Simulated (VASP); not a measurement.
MoS2:

```
Mo S
1.0
     3.14139    0.00000    0.00000
    -1.57069    2.72052    0.00000
     0.00000    0.00000   12.33339
Mo S
2 4
Cartesian
  1.5707 0.9068 3.0833
  0.0000 1.8137 9.2500
  1.5707 0.9068 7.7222
  0.0000 1.8137 4.6112
  1.5707 0.9068 10.7779
  0.0000 1.8137 1.5555
```

This cell differs from its parent crystal: strain along c alone, the other axes held: -2.0 %.

```yaml
Program: VASP 6.6.1
Task: relaxation of the atoms
Functional: PBEsol
Potentials_or_basis: VASP PAW PBE potentials, release 64 (Mo_sv, S)
Cutoff: 520 eV
k_mesh: 12 × 12 × 2
Occupations: gaussian, width 0.02 eV
Spin: no spin polarisation
```

At the start: pressure 3.4 GPa; volume 17.57 Å³/atom.

Q: Where does the relaxation end?

A: Over 3 steps the energy falls by 6.1 meV/atom; space group P6_3/mmc (No. 194, to 0.1 Å) before and after.

Step by step:
| step | energy change (eV) | largest force (eV/Å) | pressure (GPa) |
| --- | --- | --- | --- |
| 1 | 0.0000 | 0.6173 | 3.42 |
| 2 | -0.0368 | 0.0093 | 0.30 |
| 3 | -0.0368 | 0.0004 | 0.25 |

Final structure:
```
Mo S
1.0
     3.14139    0.00000    0.00000
    -1.57069    2.72052    0.00000
     0.00000    0.00000   12.33339
Mo S
2 4
Cartesian
  1.5707 0.9068 3.0833
  0.0000 1.8137 9.2500
  1.5707 0.9068 7.6919
  0.0000 1.8137 4.6415
  1.5707 0.9068 10.8082
  0.0000 1.8137 1.5252
```

Caveat: the cell differs from its parent crystal (strain along c alone, the other axes held: -2.0 %); the PAW data sets were made with another functional, which shifts forces and pressure a little; this functional lacks dispersion, which binds the layers, so the pressure and a relaxed spacing across them are unreliable.
